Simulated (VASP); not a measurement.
Wanted: the native input for a VASP 6.6.1 run.

- Task: single point
- Functional: PBE
- Potentials or basis: VASP PAW PBE potentials, release 64 (Hf_pv, O)
- Cutoff: 520 eV
- k mesh: 5 × 5 × 5
- Occupations: fermi-dirac, width 0.05 eV
- Spin: no spin polarisation
- Dipole correction: no
- Further INCAR settings: ALGO = Normal; EDIFF = 1e-07; NBANDS = 56

The structure of HfO2 lies in POSCAR:

```
HfO2
1.0
    5.2183784252      0.0000000000      0.0000000000
    0.0000000000      5.2874062132      0.0000000000
   -0.8755038659      0.0000000000      5.3161257910
Hf O
4 8
Direct
    0.2755000000      0.4603000000      0.7080000000
    0.7245000000      0.9603000000      0.7920000000
    0.7245000000      0.5397000000      0.2920000000
    0.2755000000      0.0397000000      0.2080000000
    0.0742000000      0.1684000000      0.8467000000
    0.9258000000      0.6684000000      0.6533000000
    0.9258000000      0.8316000000      0.1533000000
    0.0742000000      0.3316000000      0.3467000000
    0.4487000000      0.7419000000      0.9801000000
    0.5513000000      0.2419000000      0.5199000000
    0.5513000000      0.2581000000      0.0199000000
    0.4487000000      0.7581000000      0.4801000000
```

The input as run:

INCAR

```
PREC = Accurate
ENCUT = 520
EDIFF = 1E-7
ISMEAR = -1
SIGMA = 0.05
LREAL = F
LASPH = T
NELM = 100
ALGO = Normal
ISIF = 2
LWAVE = F
LCHARG = T
GGA = PE
LELF = T
LVHAR = T
NBANDS = 56
```

KPOINTS

```
Automatic mesh
0
Gamma
  5 5 5
```

Potentials or basis: VASP PAW PBE potentials, release 64 (Hf_pv, O).

Run with:

```console
$ cat potpaw_PBE.64/Hf_pv/POTCAR potpaw_PBE.64/O/POTCAR > POTCAR
$ mpirun -np 1 vasp_std > vasp.out
```

Results of the run:

```yaml
Pressure: -10.2 GPa
Largest_force: 0.335 eV/Å
Band_gap_on_the_k_mesh: 3.96 eV, indirect (least direct gap 4.03 eV)
```

Caveat: spin-orbit coupling is left out, which moves the levels of the heavy elements.

Wall time 2.5 min on 1 thread of AMD EPYC 9R45 96-Core Processor (Zen 5), with other jobs on the host, peak memory 0.35 GiB.
